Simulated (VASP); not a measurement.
MnSi15: single point with PBEsol+U

Crystal: MnSi15.

```
Mn Si
1.0
     0.00000    5.43700    5.43700
     5.43700    0.00000    5.43700
     5.43700    5.43700    0.00000
Mn Si
1 15
Direct
  0.00000 0.00000 0.00000
  0.99962 0.99962 0.50038
  0.99962 0.50038 0.99962
  0.99962 0.50038 0.50038
  0.50038 0.99962 0.99962
  0.50038 0.99962 0.50038
  0.50038 0.50038 0.99962
  0.50000 0.50000 0.50000
  0.12889 0.12889 0.12889
  0.12889 0.12889 0.61333
  0.12889 0.61333 0.12889
  0.12566 0.62478 0.62478
  0.61333 0.12889 0.12889
  0.62478 0.12566 0.62478
  0.62478 0.62478 0.12566
  0.62478 0.62478 0.62478
```

```json
{
 "Program": "VASP 6.6.1",
 "Task": "single point",
 "Functional": "PBEsol",
 "Potentials or basis": "VASP PAW PBE potentials, release 64 (Mn_sv, Si)",
 "Cutoff": "680 eV",
 "k mesh": "3 × 3 × 3",
 "Occupations": "gaussian, width 0.05 eV",
 "Spin": "no spin polarisation",
 "Hubbard terms": "Mn d U = 5.5 eV"
}
```

```yaml
Pressure: 0.3 GPa
Largest_force: 0.867 eV/Å
Band_gap_on_the_k_mesh: zero (an odd number of electrons rules out a gap without spin polarisation)
```

Forces on the atoms (eV/Å):
```
Mn   0.000  0.000  0.000
Si   0.000  0.000 -0.015
Si   0.000 -0.015  0.000
Si   0.015  0.000  0.000
Si  -0.015  0.000  0.000
Si   0.000  0.015  0.000
Si   0.000  0.000  0.015
Si   0.000  0.000  0.000
Si  -0.501 -0.501 -0.501
Si   0.501  0.501 -0.501
Si   0.501 -0.501  0.501
Si   0.004 -0.004 -0.004
Si  -0.501  0.501  0.501
Si  -0.004  0.004 -0.004
Si  -0.004 -0.004  0.004
Si   0.004  0.004  0.004
```

Levels at points of the mesh, in eV from the Fermi level:
| k point | band 36 | band 37 | band 38 | band 39 | band 40 | band 41 |
| --- | --- | --- | --- | --- | --- | --- |
| (0.00, 0.00, 0.00) | -0.05 | -0.05 | -0.05 | 1.00 | 1.15 | 1.15 |

Eigenvalues of the final occupation matrices:
```csv
site,spin,trace,eigenvalues
site 1 d,1,2.39,0.24 0.24 0.24 0.83 0.83
site 1 d,2,2.39,0.24 0.24 0.24 0.83 0.83
```

Wall time 15 min on 1 thread of Intel(R) Xeon(R) Platinum 8488C (Sapphire Rapids) (shared host), peak memory 0.66 GiB.

Caveat: the PAW data sets were made with another functional, which shifts forces and pressure a little; an odd number of electrons without spin polarisation forces a metal; a magnetic or distorted state may lie lower; the run has no spin polarisation, though such a crystal can be magnetic; U without spin polarisation on a metal has little footing; the U is typed as a test and isn't derived for this compound. Spin polarisation is off, so any magnetic state and its effect on volume and gap are missing.
